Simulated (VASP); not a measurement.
Wanted: the native input for a VASP 6.6.1 run.

* Task: single point
* Functional: r2SCAN
* Potentials or basis: VASP PAW PBE potentials, release 64 (Mg, O)
* Cutoff: 660 eV
* k mesh: 6 × 6 × 6
* Occupations: methfessel-paxton, width 0.05 eV
* Spin: no spin polarisation
* Dipole correction: no
* Further INCAR settings: ALGO = Normal; EDIFF = 1e-06; NBANDS = 11

The system is MgO.

```
Mg O
1.0
     2.62335    0.00000    0.00000
     0.00000    2.62335    0.00000
     0.00000    0.00000    2.62335
Mg O
1 1
Direct
  0.00000 0.00000 0.00000
  0.50000 0.50000 0.50000
```

These files were run (other wordings do the same):

POSCAR

```
MgO
1.0
    2.6233491278      0.0000000000      0.0000000000
    0.0000000000      2.6233491278      0.0000000000
    0.0000000000      0.0000000000      2.6233491278
Mg O
1 1
Direct
    0.0000000000      0.0000000000      0.0000000000
    0.5000000000      0.5000000000      0.5000000000
```

INCAR.step1

```
SYSTEM = MgO
PREC = Accurate
ENCUT = 660
ISMEAR = 1
SIGMA = 0.05
LREAL = .FALSE.
LASPH = .TRUE.
NELM = 120
NBANDS = 11
GGA = PE
ALGO = Normal
EDIFF = 1E-5
LWAVE = .TRUE.
LCHARG = .FALSE.
GGA_COMPAT = .FALSE.
```

INCAR.step2

```
SYSTEM = MgO
PREC = Accurate
ENCUT = 660
EDIFF = 1E-6
ISMEAR = 1
SIGMA = 0.05
LREAL = .FALSE.
LASPH = .TRUE.
NELM = 120
ALGO = Normal
ISIF = 2
LWAVE = .FALSE.
LCHARG = .FALSE.
METAGGA = R2SCAN
LMIXTAU = .TRUE.
NBANDS = 11
ISTART = 1
GGA_COMPAT = .FALSE.
```

KPOINTS

```
regular mesh
0
G
  6 6 6
  0 0 0
```

Potentials or basis: VASP PAW PBE potentials, release 64 (Mg, O).

Run with:

```sh
$ cat potpaw_PBE.64/Mg/POTCAR potpaw_PBE.64/O/POTCAR > POTCAR
$ cp INCAR.step1 INCAR
$ mpirun -np 1 vasp_std > vasp.out
$ cp INCAR.step2 INCAR
$ mpirun -np 1 vasp_std > vasp.out
```

It gave:

* Pressure: -1.4 GPa
* Band gap on the k mesh: 3.45 eV, indirect (least direct gap 4.51 eV)

Caveat: the PAW data sets were made with another functional, which shifts forces and pressure a little.

It took 42 s on 1 thread of Intel Xeon 8259CL, with other jobs on the host, peak memory 0.14 GiB.
